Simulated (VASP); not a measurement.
# H3ClO in VASP: further runs, part 2 of 2

VASP 6.6.1.

## 3. Single point, PBE+D3(BJ)

This run uses another cell than the first one, of 14.04 Å³/atom.

INCAR reads:

```
ALGO = Normal
EDIFF = 1E-6
ENCUT = 520
GGA = PE
ISIF = 2
ISMEAR = -1
IVDW = 12
LASPH = True
LCHARG = False
LREAL = Auto
LWAVE = False
NBANDS = 58
NELM = 100
PREC = Accurate
SIGMA = 0.02
```

KPOINTS reads:

```
k-points
0
Gamma
  1 1 1
```

POSCAR reads:

```
H3ClO
1.0
    7.0548080000      0.0000000000      0.0000000000
    0.0000000000      7.0548080000      0.0000000000
    0.0000000000      0.0000000000      7.0548080000
Cl H O
5 15 5
Direct
   -0.0316805220      0.4904031407      0.9463900364
   -0.0418579783     -0.0778759677      0.8089660271
    0.3838375190      0.4857254797      0.1639591042
    0.7744505591      0.5310420921      0.5459964325
    0.4761008379      0.2058737814      0.6993670132
   -0.1133269679      0.5698383287      1.0831903576
    0.0715682128     -0.1620029914      0.5580307784
    0.4015842812      0.6512863284      0.1027667939
    0.8219926042      0.6310164642      0.4066588347
    0.5211339557      0.3742412267      0.6377919853
    0.8044442882      0.1910044894      0.3640212462
    0.9669433952      0.2960959391      0.4249725861
    0.7605451488      0.8649845609      0.1766454877
    0.5558195205      0.7926509127      0.2719847230
    0.1397628398      0.9584102076      0.2659604627
    0.1997219485      0.7274613285      0.4012582625
    0.3380956647      0.9406776201      0.9495084771
    0.5622264986      0.8936033412      0.8934615939
    0.0504620395      0.1603870722      0.2096300849
    0.0740204411      0.0062227066      0.0287463528
    0.9432857705      0.1733144261      0.3733623934
    0.6923221723      0.8015668180      0.2795398542
    0.0797470321      0.7936998427      0.4211454089
    0.4362698460      0.8393566487      0.9260067744
    0.1582041637      0.0495406820      0.1477857370
```

Potentials or basis: VASP PAW PBE potentials, release 64 (Cl, H, O).

On the command line:

```bash
cat potpaw_PBE.64/Cl/POTCAR potpaw_PBE.64/H/POTCAR potpaw_PBE.64/O/POTCAR > POTCAR
mpirun -np 1 vasp_gam > vasp.out
```

OUTCAR:

```text
EDIFF = 1E-6
   ENCUT = 520
   GGA = PE
   ISIF = 2
   ISMEAR = -1
   IVDW = 12
   LASPH = True
   LREAL = Auto
   NELM = 100
   PREC = Accurate
 IVDW          = 12

 ion  position               nearest neighbor table
   1  0.968  0.490  0.946-   6 1.26
   2  0.958  0.922  0.809-
   3  0.384  0.486  0.164-   8 1.25
   4  0.774  0.531  0.546-   9 1.26
   5  0.476  0.206  0.699-  10 1.30
   6  0.887  0.570  0.083-   1 1.26
   7  0.072  0.838  0.558-  23 1.02
   8  0.402  0.651  0.103-   3 1.25
[... 8 lines left out ...]
  17  0.338  0.941  0.950-  24 1.01
  18  0.562  0.894  0.893-  24 0.99
  19  0.050  0.160  0.210-  25 1.17  21 1.38
  20  0.074  0.006  0.029-  25 1.07
  21  0.943  0.173  0.373-  12 0.95  11 0.99  19 1.38
  22  0.692  0.802  0.280-  14 0.97  13 0.98
  23  0.080  0.794  0.421-  16 0.98   7 1.02
  24  0.436  0.839  0.926-  18 0.99  17 1.01
  25  0.158  0.050  0.148-  15 1.06  20 1.07  19 1.17

  LATTYP: Found a simple cubic cell.
 ALAT       =     7.0548080000

  Lattice vectors:

 A1 = (   7.0548080000,   0.0000000000,   0.0000000000)
 A2 = (   0.0000000000,   7.0548080000,   0.0000000000)
 A3 = (   0.0000000000,   0.0000000000,   7.0548080000)

Analysis of symmetry for initial positions (statically):
=====================================================================
 Subroutine PRICEL returns:
 Original cell was already a primitive cell.

 Routine SETGRP: Setting up the symmetry group for a
 simple cubic supercell.

 Subroutine GETGRP returns: Found  1 space group operations
 (whereof  1 operations were pure point group operations)
 out of a pool of 48 trial point group operations.

The static configuration has the point symmetry C_1 .

Analysis of symmetry for dynamics (positions and initial velocities):
=====================================================================
 Subroutine PRICEL returns:
 Original cell was already a primitive cell.

 Routine SETGRP: Setting up the symmetry group for a
 simple cubic supercell.

 Subroutine GETGRP returns: Found  1 space group operations
 (whereof  1 operations were pure point group operations)
 out of a pool of 48 trial point group operations.

The dynamic configuration has the point symmetry C_1 .

 Subroutine INISYM returns: Found  1 space group operations
 (whereof  1 operations are pure point group operations),
 and found     1 'primitive' translations

----------------------------------------------------------------------------------------

                                     Primitive cell

  volume of cell :     351.1200

  direct lattice vectors                    reciprocal lattice vectors
     7.054808000  0.000000000  0.000000000     0.141747302  0.000000000  0.000000000
     0.000000000  7.054808000  0.000000000     0.000000000  0.141747302  0.000000000
     0.000000000  0.000000000  7.054808000     0.000000000  0.000000000  0.141747302

  length of vectors
     7.054808000  7.054808000  7.054808000     0.141747302  0.141747302  0.141747302

  position of ions in fractional coordinates (direct lattice)
     0.968319478  0.490403141  0.946390036
     0.958142022  0.922124032  0.808966027
     0.383837519  0.485725480  0.163959104
     0.774450559  0.531042092  0.545996432
     0.476100838  0.205873781  0.699367013
     0.886673032  0.569838329  0.083190358
[... 17 lines left out ...]
     0.436269846  0.839356649  0.926006774
     0.158204164  0.049540682  0.147785737

  ion indices of the primitive-cell ions
   primitive index   ion index
                 1           1
                 2           2
                 3           3
                 4           4
                 5           5
                 6           6
[... 17 lines left out ...]
                24          24
                25          25

----------------------------------------------------------------------------------------

 KPOINTS: k-points

Automatic generation of k-mesh.
 Grid dimensions read from file:
 generate k-points for:    1    1    1

 Generating k-lattice:

  Cartesian coordinates                     Fractional coordinates (reciprocal lattice)
     0.141747302  0.000000000  0.000000000     1.000000000  0.000000000  0.000000000
     0.000000000  0.141747302  0.000000000     0.000000000  1.000000000  0.000000000
     0.000000000  0.000000000  0.141747302     0.000000000  0.000000000  1.000000000

  Length of vectors
     0.141747302  0.141747302  0.141747302

  Shift w.r.t. Gamma in fractional coordinates (k-lattice)
     0.000000000  0.000000000  0.000000000

 Subroutine IBZKPT returns following result:
 ===========================================

 Found      1 irreducible k-points:

 Following reciprocal coordinates:
            Coordinates               Weight
  0.000000  0.000000  0.000000      1.000000
   k-points           NKPTS =      1   k-points in BZ     NKDIM =      1   number of bands    NBANDS=     58
   number of dos      NEDOS =    301   number of ions     NIONS =     25
   total plane-waves  NPLWV = 157464
   dimension x,y,z NGX =    54 NGY =   54 NGZ =   54
   dimension x,y,z NGXF=   108 NGYF=  108 NGZF=  108
   ions per type =               5  15   5
   NGX,Y,Z   is equivalent  to a cutoff of  12.73, 12.73, 12.73 a.u.
   NGXF,Y,Z  is equivalent  to a cutoff of  25.45, 25.45, 25.45 a.u.
 SYSTEM =  unknown system
   PREC   = accura    normal or accurate (medium, high low for compatibility)
   ISTART =      0    job   : 0-new  1-cont  2-samecut
   ICHARG =      2    charge: 1-file 2-atom 10-const
   ISPIN  =      1    spin polarized calculation?
   LNONCOLLINEAR =      F non collinear calculations
   LSORBIT =      F    spin-orbit coupling
   LASPH  =      T    aspherical Exc in radial PAW
   ENCUT  =  520.0 eV  38.22 Ry    6.18 a.u.  13.12 13.12 13.12*2*pi/ulx,y,z
   NELM   =    100;   NELMIN=  2; NELMDL= -5     # of ELM steps
   EDIFF  = 0.1E-05   stopping-criterion for ELM
   LREAL  =      T    real-space projection
   EDIFFG = 0.1E-04   stopping-criterion for IOM
   NSW    =      0    number of steps for IOM
   IBRION =     -1    ionic relax: 0-MD 1-quasi-New 2-CG
   NFREE  =      0    steps in history (QN), initial steepest desc. (CG)
   ISIF   =      2    stress and relaxation
   ISYM   =      2    0-nonsym 1-usesym 2-fastsym
   POTIM  = 0.5000    time-step for ionic-motion
   TEBEG  =    0.0;   TEEND  =   0.0 temperature during run
   PSTRESS=    0.0 pullay stress
   NELECT =      80.0000    total number of electrons
   NUPDOWN=      -1.0000    fix difference up-down
   EMIN   =  10.00;   EMAX   =-10.00  energy-range for DOS
   EFERMI =   0.00;   METHOD = LEGACY
   ISMEAR =    -1;   SIGMA  =   0.02  broadening in eV -4-tet -1-fermi 0-gaus
   EFERMI_NEDOS =   21; number of points for ismear=-14 and -15
   IALGO  =     38    algorithm
   IMIX   =      4    mixing-type and parameters
     AMIX     =   0.40;   BMIX     =  1.00
     AMIX_MAG =   1.60;   BMIX_MAG =  1.00
  volume/ion in A,a.u.               =      14.04        94.78
  Fermi-wavevector in a.u.,A,eV,Ry     =   0.999892  1.889521 13.602879  0.999783
  Thomas-Fermi vector in A             =   2.132212
   LORBIT       =      0    0 simple, 1 ext, 2 COOP (PROOUT), +10 PAW based schemes
   GGA     = PE    functional components
   LHFCALC =     F    Hartree Fock is set to
   AEXX    =    0.0000 exact exchange contribution
   IVDW    =    12    specifies the selected vdW correction
   LEPSILON=     F    determine dielectric tensor
   LRPA    =     F    only Hartree local field effects (RPA)
 non-spin polarized calculation
  energy-cutoff  :      520.00
  volume of cell :      351.12
 maximum number of plane-waves:      4730
 NGX is ok and might be reduce to    54
   NGX = 27   NGY = 27   NGZ = 27

 number of electron      80.0000004 magnetization

 Free energy of the ion-electron system (eV)
  ---------------------------------------------------
  ext. energy  EPLUGINS =         0.00000000
  ---------------------------------------------------
  free energy    TOTEN  =      -101.81701231 eV

  energy without entropy =     -101.81701231  energy(sigma->0) =     -101.81701231

 E-fermi :  -1.0315     XC(G=0):  -6.8985

 val. band max:       -1.5629791178   @ k =   0.0000   0.0000   0.0000
 cond. band min:       1.9013940949   @ k =   0.0000   0.0000   0.0000
 fundamental gap:      3.4643732127
 Fermi energy:        -1.0314834754

 k-point     1 :       0.0000    0.0000    0.0000
  band No.  band energies     occupation
      1     -23.2462      2.00000
      2     -22.2183      2.00000
      3     -21.7335      2.00000
      4     -21.4342      2.00000
      5     -20.9683      2.00000
      6     -17.0873      2.00000
[... 44 lines left out ...]
     51       6.2114      0.00000
     52       6.2885      0.00000
 [bands above 52 left out]

------------------------ aborting loop because EDIFF is reached ----------------------------------------

 Edisp (eV)   -1.32363

 E8    (eV) :    -0.3428

  FORCE on cell =-STRESS in cart. coord.  units (eV):
  Direction    XX          YY          ZZ          XY          YZ          ZX
  --------------------------------------------------------------------------------------
  -------------------------------------------------------------------------------------
  Total      -0.40124     7.54423     2.48240     1.42883    -1.67788     2.35945
  in kB      -1.83088    34.42468    11.32729     6.51982    -7.65623    10.76629
  external pressure =       14.64 kB  Pullay stress =        0.00 kB

 VOLUME and BASIS-vectors are now :
 -----------------------------------------------------------------------------
  energy-cutoff  :      520.00
  volume of cell :      351.12
      direct lattice vectors                 reciprocal lattice vectors
     7.054808000  0.000000000  0.000000000     0.141747302  0.000000000  0.000000000
     0.000000000  7.054808000  0.000000000     0.000000000  0.141747302  0.000000000
     0.000000000  0.000000000  7.054808000     0.000000000  0.000000000  0.141747302

 POSITION                                       TOTAL-FORCE (eV/Angst)
 -----------------------------------------------------------------------------------
      6.83131      3.45970      6.67660         0.349091     -1.041779     -0.202940
      6.75951      6.50541      5.70710        -0.169226      0.651484      0.324737
      2.70790      3.42670      1.15670        -0.125048     -1.773519      1.207763
      5.46360      3.74640      3.85190        -0.213932     -1.416501      1.518451
      3.35880      1.45240      4.93390        -0.172164      0.206389     -0.227643
      6.25531      4.02010      0.58689        -0.455757      0.504038      0.637120
[... 17 lines left out ...]
      3.07780      5.92150      6.53280        -0.250174      0.553481      0.340570
      1.11610      0.34950      1.04260        -1.354283      0.837903      0.736989
 -----------------------------------------------------------------------------------
    total drift:                               -0.002088      0.000494      0.000976

  FREE ENERGIE OF THE ION-ELECTRON SYSTEM (eV)
  ---------------------------------------------------
  free  energy   TOTEN  =      -103.1406395963 eV

  energy  without entropy=     -103.1406395963  energy(sigma->0) =     -103.14063960
```

Run time: 33 s. Hardware: 1 thread of Intel Xeon Platinum 8488C (Sapphire Rapids), shared host; peak memory 0.37 GiB.

Results:

- Free energy: -103.1406 eV
- Pressure: 1.5 GPa
- Largest force: 2.149 eV/Å
- Dispersion energy per atom: -0.053 eV

Forces on the atoms (eV/Å):
```
Cl   0.349 -1.042 -0.203
Cl  -0.169  0.651  0.325
Cl  -0.125 -1.774  1.208
Cl  -0.214 -1.417  1.518
Cl  -0.172  0.206 -0.228
H   -0.456  0.504  0.637
H   -0.024 -0.151 -0.402
H    0.217  1.640 -1.307
H   -0.039  1.189 -1.079
H   -0.070 -0.240  0.097
H    0.231 -0.722 -0.177
H    0.769  1.336  0.992
H   -1.051 -0.029 -0.149
H    0.179  0.355 -0.778
H   -0.159  0.002 -0.993
H   -0.173 -0.302  0.448
H    1.469 -0.746 -0.404
H   -0.979 -0.016  0.182
H    1.060 -1.397  0.028
H    0.326 -0.455 -0.026
O   -1.433  0.203 -0.598
O    1.236  0.338  0.214
O    0.834  0.474 -0.382
O   -0.250  0.553  0.341
O   -1.354  0.838  0.737
```

Caveat: the k points lie up to 0.89 Å⁻¹ apart; the atoms stand as in a frame of molecular dynamics.

## 4. Single point, PBE+D3(BJ)

This run uses another cell than the first one, of 13.90 Å³/atom.

INCAR reads:

```
SYSTEM = H3ClO
PREC     = Accurate       ! precision mode
ENCUT    = 520            ! plane-wave cutoff, eV
EDIFF    = 1E-6           ! SCF threshold, eV
ISMEAR   = -1             ! smearing method
SIGMA    = 0.02           ! smearing width, eV
LREAL    = Auto         
LASPH    = .True.         ! aspherical terms in the spheres
NELM     = 100            ! most SCF steps
ALGO     = Normal         ! electronic algorithm
ISIF     = 2              ! what is computed and relaxed
LWAVE    = .False.        ! write WAVECAR
LCHARG   = .False.        ! write CHGCAR
GGA      = PE             ! functional
IVDW     = 12             ! dispersion correction
NBANDS   = 58             ! bands
```

KPOINTS reads:

```
regular mesh
0
Gamma
  1 1 1
  0 0 0
```

POSCAR reads:

```
H3ClO
1.0
    7.0310270000      0.0000000000      0.0000000000
    0.0000000000      7.0310270000      0.0000000000
    0.0000000000      0.0000000000      7.0310270000
Cl H O
5 15 5
Direct
   -0.0214477913      0.4946361321      0.9786194819
   -0.0443605180     -0.0777838003      0.8214589419
    0.4004820348      0.4872261193      0.1676853182
    0.7868125098      0.5115326680      0.5479853797
    0.4872972327      0.2201527600      0.7049894702
   -0.1561649529      0.6177902602      1.0309304743
   -0.0345895415     -0.1711698732      0.4864296496
    0.4331941834      0.5762884995      0.0109514584
    0.7985035472      0.6733724675      0.4081053877
    0.6485681253      0.2610429458      0.6111624945
    0.8431627414      0.1459104054      0.4896297511
    1.0006930709      0.2874828955      0.4327532806
    0.6372184320      0.8715511973      0.1718952295
    0.5688358187      0.7311022984      0.2811395832
    0.0958323727      0.9648946022      0.2716103921
    0.1419565022      0.7096402844      0.4950059216
    0.3469052245      0.8608415243      0.8848209515
    0.5684375839      0.7789331487      0.8725752298
    0.1520688229      0.1734170556      0.1984205152
    0.0613281673     -0.0113212479     -0.0188023741
    0.8860725467      0.2203234321      0.3851499930
    0.7021591583      0.7843519873      0.2521679976
    0.0552550858      0.7632882081      0.4068537925
    0.4716096240      0.8488233653      0.9543271559
    0.1665332817      0.0344615374      0.1794332464
```

On the command line:

```bash
cat potpaw_PBE.64/Cl/POTCAR potpaw_PBE.64/H/POTCAR potpaw_PBE.64/O/POTCAR > POTCAR
mpirun -np 1 vasp_gam > vasp.out
```

Wall time 35 s (1 thread of Intel Xeon Platinum 8488C (Sapphire Rapids), shared host); peak memory 0.36 GiB.

Results (log left out):

| Item | Value |
| --- | --- |
| Free energy | -101.4078 eV |
| Pressure | 1.9 GPa |
| Largest force | 3.713 eV/Å |
| Dispersion energy per atom | -0.054 eV |

Forces on the atoms (eV/Å):
```
Cl  -0.861  0.303  0.479
Cl   0.512  0.800  0.421
Cl   0.051 -0.749  0.714
Cl  -0.749  3.636 -0.075
Cl   0.509 -0.105 -0.435
H    0.907 -0.778 -0.105
H   -0.175  0.390  0.648
H   -0.177  0.263 -0.039
H   -0.424 -2.040  1.116
H   -1.212  0.112  0.495
H   -0.079 -0.759  0.923
H   -0.974 -0.397 -0.093
H    0.323  2.293 -1.665
H    1.633 -0.664  0.291
H   -0.682 -0.782  1.210
H    0.876 -0.590  0.818
H    1.499 -0.110  0.524
H   -1.380  1.183  0.389
H   -0.175 -1.016 -0.077
H   -0.291 -0.110  0.061
O    1.649 -0.867 -1.555
O   -2.049 -1.422  1.200
O    0.010  0.836 -1.380
O    0.117 -1.111 -1.361
O    1.140  1.684 -2.504
```

Stress tensor (GPa, compression positive):
```
-0.18  0.59 -1.04
 0.59  3.64 -1.08
-1.04 -1.08  2.15
```

Levels at points of the mesh, in eV from the Fermi level:
```tsv
k point	band 37	band 38	band 39	band 40	band 41	band 42	band 43	band 44
(0.00, 0.00, 0.00)	-1.61	-1.44	-1.24	-0.49	2.87	4.47	5.15	5.32
```

Caveat: the k points lie up to 0.89 Å⁻¹ apart; the atoms stand as in a frame of molecular dynamics.

## 5. Summary

```tsv
cell	pressure (GPa)	largest force (eV/Å)
a = 7.066 Å, 25 atoms, atomic positions A	3.6	6.73
a = 7.055 Å, 25 atoms, atomic positions B	1.5	2.15
a = 7.031 Å, 25 atoms, atomic positions C	1.9	3.71
```

Alike in all rows: task single point; level PBE+D3(BJ); potentials or basis VASP PAW PBE potentials, release 64 (Cl, H, O); no spin polarisation; k mesh 1 × 1 × 1; cutoff (eV) 520; smearing fermi-dirac 0.02 eV.

Caveats: all runs use coarse meshes; the atoms stand as in a frame of molecular dynamics.

Absolute energies hang on the potentials; compare differences alone.
